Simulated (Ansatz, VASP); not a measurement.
# Two plane-wave programs on C

INCAR

```
SYSTEM = C
PREC = Accurate ; ENCUT = 600
EDIFF = 1E-7 ; ISMEAR = -1
SIGMA = 0.05 ; LREAL = .False.
LASPH = .True. ; NELM = 60
ALGO = Normal ; ISIF = 3
LWAVE = .False. ; LCHARG = .False.
GGA = CA ; IBRION = 2
NSW = 60 ; EDIFFG = -0.01
```

File KPOINTS:

```
Automatic mesh
0
Gamma
  12 12 4
  0 0 0
```

POSCAR

```
C
1.0
    2.5221000000      0.0000000000      0.0000000000
   -1.2610500000      2.1842026709      0.0000000000
    0.0000000000      0.0000000000      8.2371000000
C
8
Direct
    0.6666666667      0.3333333333      0.8437500000
    0.3333333333      0.6666666667      0.3437500000
    0.6666666667      0.3333333333      0.6562500000
    0.3333333333      0.6666666667      0.1562500000
    0.0000000000      0.0000000000      0.9062500000
    0.0000000000      0.0000000000      0.4062500000
    0.0000000000      0.0000000000      0.5937500000
    0.0000000000      0.0000000000      0.0937500000
```

Contents of input.yaml:

```yaml
crystal:
  lattice:
    - [2.5221, 0.0, 0.0]
    - [-1.26105, 2.1842026709, 0.0]
    - [0.0, 0.0, 8.2371]
  atoms:
    - { symbol: C, position: [0.6666666667, 0.3333333333, 0.84375] }
    - { symbol: C, position: [0.3333333333, 0.6666666667, 0.34375] }
    - { symbol: C, position: [0.6666666667, 0.3333333333, 0.65625] }
    - { symbol: C, position: [0.3333333333, 0.6666666667, 0.15625] }
    - { symbol: C, position: [0.0, 0.0, 0.90625] }
    - { symbol: C, position: [0.0, 0.0, 0.40625] }
    - { symbol: C, position: [0.0, 0.0, 0.59375] }
    - { symbol: C, position: [0.0, 0.0, 0.09375] }
hamiltonian:
  xc: lda
  pseudopotentials: { kind: paw }
kpoints:
  mp_grid: { grid: [12, 12, 4] }
scf:
  occupations: { method: fermi_dirac, width: 0.05 }
output:
  forces: true
  stress: true
  eigenvalues: true
relax:
  f_tol: 0.01
  max_steps: 40
  cell: { stress_tol: 0.05 }
```

Alike in both runs: task relaxation of cell and atoms; functional LDA; k mesh 12 × 12 × 4; occupations fermi-dirac, width 0.05 eV; no spin polarisation.

|  | VASP | Ansatz |
| --- | --- | --- |
| version | VASP 6.6.1 | Ansatz 0.2.0 |
| potentials or method | VASP PAW LDA potentials, release 64 (C) | Ansatz PAW |
| plane-wave cutoff (eV) | 600 | 420 |
| valence electrons in the cell | 32 | 32 |

Ansatz gave:

| Property | Result |
| --- | --- |
| gap on the k mesh at the Fermi level, each at its own relaxed structure (eV) | 4.59 |
| relaxed volume (Å³/atom) | 5.51 |
| relaxed length of the cell vector where the two differ most in proportion (Å) | 2.490 |

Q: Estimate VASP's values.

A: gap on the k mesh at the Fermi level, each at its own relaxed structure (eV): 4.58; relaxed volume (Å³/atom): 5.52; relaxed length of the cell vector where the two differ most in proportion (Å): 2.491.

LDA's correlation is that of Perdew and Zunger in VASP and of Perdew and Wang (1992) in Ansatz.

Noted on Ansatz's run: Pulay correction over one GPa; the plane-wave basis is chosen anew once the cell has moved, so the energies of steps on either side of that aren't comparable.
